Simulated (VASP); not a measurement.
A run of VASP 6.6.1 is set up as follows.

Contents of POSCAR:

```
AlB3P4
1.0
    5.6177239169     -1.6747239933      0.0239123580
    5.6177239169      1.6747239933      0.0239123580
   -0.9968173636      0.0000000000      5.8415607603
B Al P
3 1 4
Direct
   -0.0064765152     -0.0064765152     -0.0127755319
    0.5045348121      0.5045348121      0.5105630268
    0.2516718399      0.2516718399      0.7494383780
    0.7479556715      0.7479556715      0.2492590161
    0.5403724538      0.5403724538      0.1785639706
    0.0694390267      0.0694390267      0.6881958544
    0.8153413111      0.8153413111      0.9093441797
    0.3271614000      0.3271614000      0.4774111064
```

INCAR.step1

```
PREC = Accurate
ENCUT = 550
ISMEAR = 0
SIGMA = 0.01
LREAL = F
LASPH = T
NELM = 120
NBANDS = 26
GGA = PE
ALGO = Normal
EDIFF = 1E-5
LWAVE = T
LCHARG = F
GGA_COMPAT = F
```

INCAR.step2

```
PREC = Accurate
ENCUT = 550
EDIFF = 1E-6
ISMEAR = 0
SIGMA = 0.01
LREAL = F
LASPH = T
NELM = 120
ALGO = Normal
ISIF = 2
LWAVE = F
LCHARG = T
METAGGA = R2SCAN
LMIXTAU = T
LELF = T
LVHAR = T
NBANDS = 26
ISTART = 1
GGA_COMPAT = F
```

File KPOINTS:

```
regular mesh
0
Gamma
  8 8 4
```

Potentials or basis: VASP PAW PBE potentials, release 64 (B, Al, P).

The run is started by

```sh
$ cat potpaw_PBE.64/B/POTCAR potpaw_PBE.64/Al/POTCAR potpaw_PBE.64/P/POTCAR > POTCAR
$ cp INCAR.step1 INCAR
$ mpirun -np 1 vasp_std > vasp.out
$ cp INCAR.step2 INCAR
$ mpirun -np 1 vasp_std > vasp.out
```

(1) Predict the pressure.

(2) Predict the band gap on the k mesh.

(3) What does it give for the largest force?

Answers

(1) -0.4 GPa.

(2) 0.77 eV (least direct gap 1.09 eV).

(3) 0.021 eV/Å.

Caveat: the PAW data sets were made with another functional, which shifts forces and pressure a little.
